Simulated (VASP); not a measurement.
Input of a VASP 6.6.1 run:

File INCAR:

```
ALGO = Normal
EDIFF = 1E-7
ENCUT = 520
GGA = PS
ISIF = 2
ISMEAR = -1
IVDW = 12
LASPH = True
LCHARG = False
LREAL = False
LWAVE = False
NBANDS = 20
NELM = 80
PREC = Accurate
SIGMA = 0.1
```

File KPOINTS:

```
k-points
0
Gamma
  10 10 10
```

The input POSCAR:

```
LuH2
1.0
    0.0000000000      2.5496156397      2.5496156397
    2.5496156397      0.0000000000      2.5496156397
    2.5496156397      2.5496156397      0.0000000000
Lu H
1 2
Direct
    0.0000000000      0.0000000000      0.0000000000
    0.2500000000      0.2500000000      0.2500000000
    0.7500000000      0.7500000000      0.7500000000
```

Potentials or basis: VASP PAW PBE potentials, release 64 (Lu, H).

Launch:

```bash
$ cat potpaw_PBE.64/Lu/POTCAR potpaw_PBE.64/H/POTCAR > POTCAR
$ mpirun -np 1 vasp_std > vasp.out
```

Task: What does it give for the band gap on the k mesh?

Result: Zero (an odd number of electrons rules out a gap without spin polarisation).

Task: Estimate the pressure.

Result: -9.4 GPa.

Task: Estimate the dispersion energy per atom.

Result: -0.175 eV.

Caveat: three body term missing; the cell stands under tension; the PAW data sets were made with another functional, which shifts forces and pressure a little; spin-orbit coupling is left out, which moves the levels of the heavy elements.
